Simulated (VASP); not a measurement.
# Eu2H4 in VASP: single point with PBE+U

Aim: the single point of Eu2H4 with PBE+U.

Program: VASP 6.6.1. These are calculated values, not measurements. Logs are shortened: lines on timing, memory, paths and dates and some standing lists are left out, and cuts for length are marked.

## (1) The cell of the first run

The cell holds a molecule in a box, 6 atoms: a = 11.810 Å, b = 10.400 Å, c = 16.080 Å, α = 90.00°, β = 90.00°, γ = 90.00°.

## (2) Single point, PBE+U, collinear spin, ferromagnetic start

The input, INCAR:

```
SYSTEM = EuH2
  ALGO = Normal
  EDIFF = 1E-6
  ENCUT = 520
  GGA = PE
  ISIF = 2
  ISMEAR = 0
  ISPIN = 2
  LASPH = .True.
  LCHARG = .False.
  LDAU = .True.
  LDAUJ = 0 0
  LDAUL = 3 -1
  LDAUPRINT = 1
  LDAUTYPE = 2
  LDAUU = 5 0
  LMAXMIX = 6
  LORBIT = 11
  LREAL = .False.
  LWAVE = .False.
  MAGMOM = 7 7 0 0 0 0
  NBANDS = 32
  NELM = 150
  PREC = Accurate
  SIGMA = 0.01
```

The input, KPOINTS:

```
k-points
0
Gamma
  1 1 1
  0 0 0
```

The input, POSCAR:

```
EuH2
1.0
   11.8100000000      0.0000000000      0.0000000000
    0.0000000000     10.4000000000      0.0000000000
    0.0000000000      0.0000000000     16.0800000000
Eu H
2 4
Direct
    0.5001075400      0.5673980800      0.6086610700
    0.5001075400      0.4326923100      0.3915105700
    0.6191812000      0.5000451900      0.5000858200
    0.3810330200      0.5000451900      0.5000858200
    0.5001075400      0.4478817300      0.7203215200
    0.5001075400      0.5522086500      0.2798507500
```

Potentials or basis: VASP PAW PBE potentials, release 64 (Eu, H).

The run is started by

```console
cat potpaw_PBE.64/Eu/POTCAR potpaw_PBE.64/H/POTCAR > POTCAR
mpirun -np 1 vasp_gam > vasp.out
```

OUTCAR:

```text
SYSTEM = EuH2
   EDIFF = 1E-6
   ENCUT = 520
   GGA = PE
   ISIF = 2
   ISMEAR = 0
   ISPIN = 2
   LASPH = .True.
   LORBIT = 11
   LREAL = .False.
   NELM = 150
   PREC = Accurate

 ion  position               nearest neighbor table
   1  0.500  0.567  0.609-   5 2.18
   2  0.500  0.433  0.392-   6 2.18
   3  0.619  0.500  0.500-
   4  0.381  0.500  0.500-
   5  0.500  0.448  0.720-   1 2.18
   6  0.500  0.552  0.280-   2 2.18

  LATTYP: Found a simple orthorhombic cell.
 ALAT       =    10.4000000000
 B/A-ratio  =     1.1355769231
 C/A-ratio  =     1.5461538462

  Lattice vectors:

 A1 = (   0.0000000000, -10.4000000000,   0.0000000000)
 A2 = (  11.8100000000,   0.0000000000,   0.0000000000)
 A3 = (   0.0000000000,   0.0000000000,  16.0800000000)

Analysis of symmetry for initial positions (statically):
=====================================================================
 Subroutine PRICEL returns:
 Original cell was already a primitive cell.

 Routine SETGRP: Setting up the symmetry group for a
 simple orthorhombic supercell.

 Subroutine GETGRP returns: Found  4 space group operations
 (whereof  1 operations were pure point group operations)
 out of a pool of  8 trial point group operations.

The static configuration has the point symmetry C_1 .
 The point group associated with its full space group is C_2h.

Analysis of symmetry for dynamics (positions and initial velocities):
=====================================================================
 Subroutine PRICEL returns:
 Original cell was already a primitive cell.

 Routine SETGRP: Setting up the symmetry group for a
 simple orthorhombic supercell.

 Subroutine GETGRP returns: Found  4 space group operations
 (whereof  1 operations were pure point group operations)
 out of a pool of  8 trial point group operations.

The dynamic configuration has the point symmetry C_1 .
 The point group associated with its full space group is C_2h.

Analysis of structural, dynamic, and magnetic symmetry:
=====================================================================
 Subroutine PRICEL returns:
 Original cell was already a primitive cell.

 Routine SETGRP: Setting up the symmetry group for a
 simple orthorhombic supercell.

 Subroutine GETGRP returns: Found  4 space group operations
 (whereof  1 operations were pure point group operations)
 out of a pool of  8 trial point group operations.

The overall configuration has the point symmetry C_1 .
 The point group associated with its full space group is C_2h.

 Subroutine INISYM returns: Found  4 space group operations
 (whereof  1 operations are pure point group operations),
 and found     1 'primitive' translations

----------------------------------------------------------------------------------------

[... 178 lines left out ...]
 -0.0001  0.0000  0.0018 -0.0004  0.0000  0.0011  0.0000
  0.0001 -0.0000 -0.0004  0.0001  0.0000 -0.0002 -0.0000
 -0.0000  0.0011  0.0000  0.0000  0.0015 -0.0000  0.0001
  0.0000  0.0000  0.0011 -0.0002 -0.0000  0.0008 -0.0000
  0.0000  0.0001  0.0000 -0.0000  0.0001 -0.0000  0.0000

 occupancies and eigenvectors

  o =  0.0000  v =  0.0000  0.0000  0.0000  0.0000  0.0000  0.0000  0.0000 -0.0000  0.0613 -0.0000  0.0000 -0.1134  0.0000  0.9917      0.0000  0.0000  0.0000  0.0000  0.0000  0.0000  0.0000  0.0000  0.0000  0.0000  0.0000  0.0000  0.0000  0.0000
  o =  0.0000  v =  0.0000  0.0000  0.0000  0.0000  0.0000  0.0000  0.0000 -0.5108  0.0000 -0.4944 -0.1087 -0.0000  0.6949 -0.0000      0.0000  0.0000  0.0000  0.0000  0.0000  0.0000  0.0000  0.0000  0.0000  0.0000  0.0000  0.0000  0.0000  0.0000
  o =  0.0000  v =  0.0000  0.0000  0.0000  0.0000  0.0000  0.0000  0.0000  0.0000  0.8167  0.0000  0.0000 -0.5655 -0.0000 -0.1152      0.0000  0.0000  0.0000  0.0000  0.0000  0.0000  0.0000  0.0000  0.0000  0.0000  0.0000  0.0000  0.0000  0.0000
  o =  0.0000  v =  0.0000  0.0000  0.0000  0.0000  0.0000  0.0000  0.0000 -0.3149 -0.0000  0.1608  0.9349  0.0000  0.0293  0.0000      0.0000  0.0000  0.0000  0.0000  0.0000  0.0000  0.0000  0.0000  0.0000  0.0000  0.0000  0.0000  0.0000  0.0000
  o =  0.0002  v =  0.0000  0.0000  0.0000  0.0000  0.0000  0.0000  0.0000  0.7988 -0.0000 -0.2075  0.2896  0.0000  0.4849  0.0000      0.0000  0.0000  0.0000  0.0000  0.0000  0.0000  0.0000  0.0000  0.0000  0.0000  0.0000  0.0000  0.0000  0.0000
  o =  0.0023  v =  0.0000  0.0000  0.0000  0.0000  0.0000  0.0000  0.0000  0.0000 -0.5738 -0.0000  0.0000 -0.8169 -0.0000 -0.0579      0.0000  0.0000  0.0000  0.0000  0.0000  0.0000  0.0000  0.0000  0.0000  0.0000  0.0000  0.0000  0.0000  0.0000
  o =  0.0026  v =  0.0000  0.0000  0.0000  0.0000  0.0000  0.0000  0.0000 -0.0437 -0.0000  0.8286 -0.1739 -0.0000  0.5303 -0.0000      0.0000  0.0000  0.0000  0.0000  0.0000  0.0000  0.0000  0.0000  0.0000  0.0000  0.0000  0.0000  0.0000  0.0000
  o =  0.9752  v = -0.1186 -0.0000 -0.7774  0.2324 -0.0000 -0.5723  0.0000  0.0000  0.0000  0.0000  0.0000  0.0000  0.0000  0.0000      0.0000  0.0000  0.0000  0.0000  0.0000  0.0000  0.0000  0.0000  0.0000  0.0000  0.0000  0.0000  0.0000  0.0000
  o =  0.9784  v = -0.4190 -0.0000  0.2694  0.8641 -0.0000  0.0718  0.0000  0.0000  0.0000  0.0000  0.0000  0.0000  0.0000  0.0000      0.0000  0.0000  0.0000  0.0000  0.0000  0.0000  0.0000  0.0000  0.0000  0.0000  0.0000  0.0000  0.0000  0.0000
  o =  0.9786  v = -0.0664 -0.0000  0.5647 -0.1409 -0.0000 -0.8105  0.0000  0.0000  0.0000  0.0000  0.0000  0.0000  0.0000  0.0000      0.0000  0.0000  0.0000  0.0000  0.0000  0.0000  0.0000  0.0000  0.0000  0.0000  0.0000  0.0000  0.0000  0.0000
  o =  0.9788  v =  0.0000 -0.9223 -0.0000 -0.0000 -0.1084  0.0000  0.3710  0.0000  0.0000  0.0000  0.0000  0.0000  0.0000  0.0000      0.0000  0.0000  0.0000  0.0000  0.0000  0.0000  0.0000  0.0000  0.0000  0.0000  0.0000  0.0000  0.0000  0.0000
  o =  0.9798  v = -0.0000  0.3483 -0.0000 -0.0000  0.1830  0.0000  0.9193  0.0000  0.0000  0.0000  0.0000  0.0000  0.0000  0.0000      0.0000  0.0000  0.0000  0.0000  0.0000  0.0000  0.0000  0.0000  0.0000  0.0000  0.0000  0.0000  0.0000  0.0000
  o =  0.9798  v = -0.8978 -0.0000 -0.0648 -0.4236 -0.0000  0.1020 -0.0000  0.0000  0.0000  0.0000  0.0000  0.0000  0.0000  0.0000      0.0000  0.0000  0.0000  0.0000  0.0000  0.0000  0.0000  0.0000  0.0000  0.0000  0.0000  0.0000  0.0000  0.0000
  o =  0.9804  v =  0.0000  0.1676 -0.0000  0.0000 -0.9771 -0.0000  0.1310  0.0000  0.0000  0.0000  0.0000  0.0000  0.0000  0.0000      0.0000  0.0000  0.0000  0.0000  0.0000  0.0000  0.0000  0.0000  0.0000  0.0000  0.0000  0.0000  0.0000  0.0000

 number of electron      37.9999995 magnetization      13.9999996

 Free energy of the ion-electron system (eV)
  ---------------------------------------------------
  ext. energy  EPLUGINS =         0.00000000
  ---------------------------------------------------
  free energy    TOTEN  =       -33.26579422 eV

  energy without entropy =      -33.26579422  energy(sigma->0) =      -33.26579422

 E-fermi :  -4.0374     XC(G=0):  -1.1114

 val. band max:       -4.1563331679   @ k =   0.0000   0.0000   0.0000
 cond. band min:      -1.9200962523   @ k =   0.0000   0.0000   0.0000
 fundamental gap:      2.2362369156
 Fermi energy:        -4.0373991006

 spin component 1

 k-point     1 :       0.0000    0.0000    0.0000
  band No.  band energies     occupation
      1     -44.0698      1.00000
      2     -44.0605      1.00000
      3     -23.1819      1.00000
      4     -23.1290      1.00000
      5     -23.0970      1.00000
      6     -23.0679      1.00000
[... 23 lines left out ...]
     30      -1.1592      0.00000
     31      -1.0207      0.00000
 Fermi energy:        -4.0373991006

 spin component 2

 k-point     1 :       0.0000    0.0000    0.0000
  band No.  band energies     occupation
      1     -40.9025      1.00000
      2     -40.8901      1.00000
      3     -20.9272      1.00000
      4     -20.8552      1.00000
      5     -20.8301      1.00000
      6     -20.7880      1.00000
[... 23 lines left out ...]
     30       1.4252      0.00000
     31       1.4668      0.00000
 [bands above 31 left out]

------------------------ aborting loop because EDIFF is reached ----------------------------------------

  FORCE on cell =-STRESS in cart. coord.  units (eV):
  Direction    XX          YY          ZZ          XY          YZ          ZX
  --------------------------------------------------------------------------------------
  -------------------------------------------------------------------------------------
  Total       -0.4285429     -0.5533129     -2.0425605      0.0000000     -0.1061867      0.0000000
  in kB       -0.3476447     -0.4488612     -1.6569761      0.0000000     -0.0861413      0.0000000
  external PRESSURE =      -0.8178273 kB  Pullay stress =       0.0000000 kB

 VOLUME and BASIS-vectors are now :
 -----------------------------------------------------------------------------
  energy-cutoff  :      520.00
  volume of cell :     1975.01
      direct lattice vectors                 reciprocal lattice vectors
    11.810000000  0.000000000  0.000000000     0.084674005  0.000000000  0.000000000
     0.000000000 10.400000000  0.000000000     0.000000000  0.096153846  0.000000000
     0.000000000  0.000000000 16.080000000     0.000000000  0.000000000  0.062189055

 POSITION                                       TOTAL-FORCE (eV/Angst)
 -----------------------------------------------------------------------------------
      5.90627      5.90094      9.78727         0.000000     -0.204632     -0.123552
      5.90627      4.50000      6.29549         0.000000      0.204632      0.123552
      7.31253      5.20047      8.04138        -0.126361     -0.000000      0.000000
      4.50000      5.20047      8.04138         0.126361     -0.000000      0.000000
      5.90627      4.65797     11.58277         0.000000      0.082728     -0.216208
      5.90627      5.74297      4.50000         0.000000     -0.082728      0.216208
 -----------------------------------------------------------------------------------
    total drift:                                0.000526     -0.000286     -0.000301

  FREE ENERGIE OF THE ION-ELECTRON SYSTEM (eV)
  ---------------------------------------------------
  free  energy   TOTEN  =       -33.2657942226 eV

  energy  without entropy=      -33.2657942226  energy(sigma->0) =      -33.26579422

 total charge

# of ion       s       p       d       f       tot
--------------------------------------------------
    1        2.052   5.755   0.219   6.849  14.875
    2        2.052   5.755   0.219   6.849  14.875
    3        0.524   0.001   0.000   0.000   0.525
    4        0.524   0.001   0.000   0.000   0.525
    5        0.503   0.002   0.000   0.000   0.505
    6        0.503   0.002   0.000   0.000   0.505
--------------------------------------------------
tot          6.158  11.516   0.438  13.698  31.810

 magnetization (x)

# of ion       s       p       d       f       tot
--------------------------------------------------
    1       -0.009  -0.119   0.041   6.839   6.752
    2       -0.009  -0.119   0.041   6.839   6.752
    3       -0.013   0.000   0.000   0.000  -0.013
    4       -0.013   0.000   0.000   0.000  -0.013
    5       -0.014   0.000   0.000   0.000  -0.014
    6       -0.014   0.000   0.000   0.000  -0.014
--------------------------------------------------
tot         -0.073  -0.236   0.081  13.678  13.451
```

It took 21 min on 1 thread of Intel Xeon Platinum 8375C at 2.90GHz (Ice Lake), shared host; peak memory 2 GiB.

Results:

```yaml
Free_energy: -33.2658 eV
Largest_force: 0.239 eV/Å
Gap_between_the_frontier_levels: 2.24 eV
Net_moment: 14.00 μB per cell
Site_moments: Eu +6.75; H -0.01 μB
Valence_electrons_inside_the_program's_atomic_spheres: Eu 14.88; H 0.53, 0.51 (each value once)
```

Forces in eV/Å, atoms in the order of the input:
```
Eu   0.000 -0.205 -0.124
Eu   0.000  0.205  0.124
H   -0.126  0.000  0.000
H    0.126  0.000  0.000
H    0.000  0.083 -0.216
H    0.000 -0.083  0.216
```

Eigenvalues of the final occupation matrices:
```tsv
site	spin	trace	eigenvalues
site 1 f	1	6.85	0.98 0.98 0.98 0.98 0.98 0.98 0.98
site 1 f	2	0.01	0.00 0.00 0.00 0.00 0.00 0.00 0.00
site 2 f	1	6.85	0.98 0.98 0.98 0.98 0.98 0.98 0.98
site 2 f	2	0.01	0.00 0.00 0.00 0.00 0.00 0.00 0.00
```

Caveat: spin-orbit coupling is left out, which moves the levels of the heavy elements. The state reached can hang on the start; a lower one may exist.
